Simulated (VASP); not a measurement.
Input of a VASP 6.6.1 run:

Contents of INCAR:

```
SYSTEM = Hf2H3
  PREC = Accurate
  ENCUT = 600
  EDIFF = 1E-7
  ISMEAR = 0
  SIGMA = 0.1
  LREAL = .False.
  LASPH = .True.
  NELM = 100
  ALGO = Normal
  ISIF = 3
  LWAVE = .False.
  LCHARG = .False.
  GGA = PE
  IBRION = 2
  NSW = 90
  EDIFFG = -0.04
```

Contents of KPOINTS:

```
Automatic mesh
0
Gamma
  6 6 6
  0 0 0
```

Contents of POSCAR:

```
Hf2H3
1.0
    2.7044204400      1.5613978700      2.1706784600
   -2.7044204400      1.5613978700      2.1706784600
    0.0000000000     -3.1227957400      2.1706784600
Hf H
2 3
Direct
    0.2500000000      0.2500000000      0.2500000000
    0.7500000000      0.7500000000      0.7500000000
    0.5000000000      0.2500000000      0.7500000000
    0.7500000000      0.5000000000      0.2500000000
    0.2500000000      0.7500000000      0.5000000000
```

Potentials or basis: VASP PAW PBE potentials, release 64 (Hf_pv, H).

Command:

```bash
$ cat potpaw_PBE.64/Hf_pv/POTCAR potpaw_PBE.64/H/POTCAR > POTCAR
$ mpirun -np 1 vasp_std > vasp.out
```

Problem. Predict the band gap on the k mesh.

Solution. Zero (an odd number of electrons rules out a gap without spin polarisation).

Problem. Predict the space group after relaxing (to 0.1 Å).

Solution. R32 (No. 155).

Final structure:
```
Hf H
1.0
     2.62800    1.51728    2.11164
    -2.62800    1.51728    2.11164
     0.00000   -3.03456    2.11164
Hf H
2 3
Direct
  0.25642 0.25642 0.25642
  0.74358 0.74358 0.74358
  0.50000 0.23971 0.76029
  0.76029 0.50000 0.23971
  0.23971 0.76029 0.50000
```

Caveat: spin-orbit coupling is left out, which moves the levels of the heavy elements.
